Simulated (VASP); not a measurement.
A run of VASP 6.6.1 is set up as follows.

The input INCAR:

```
SYSTEM = Rh
ALGO = Fast
EDIFF = 1E-7
ENCUT = 520
GGA = CA
ISIF = 2
ISMEAR = 0
LASPH = .True.
LCHARG = .True.
LELF = .True.
LREAL = .False.
LVHAR = .True.
LWAVE = .False.
NBANDS = 14
NELM = 60
PREC = Accurate
SIGMA = 0.15
```

Contents of KPOINTS:

```
k-points
0
Gamma
  22 22 22
  0 0 0
```

Contents of POSCAR:

```
Rh
1.0
    0.0000000000      2.1348466025      1.4510552357
    2.1348466025      0.0000000000      1.4510552357
    2.1348466025      2.1348466025      0.0000000000
Rh
1
Direct
    0.0000000000      0.0000000000      0.0000000000
```

Potentials or basis: VASP PAW LDA potentials, release 64 (Rh_pv).

The run is started by

```console
$ cat potpaw_LDA.64/Rh_pv/POTCAR > POTCAR
$ mpirun -np 1 vasp_std > vasp.out
```

What does it give for the band gap on the k mesh?

Zero (an odd number of electrons rules out a gap without spin polarisation).

Predict the pressure.

9.0 GPa.

Stress tensor (GPa, compression positive):
```
13.52  0.00  0.00
 0.00 13.52  0.00
 0.00  0.00  0.02
```

Caveat: the stress differs along the axes, from 0 to 14 GPa.
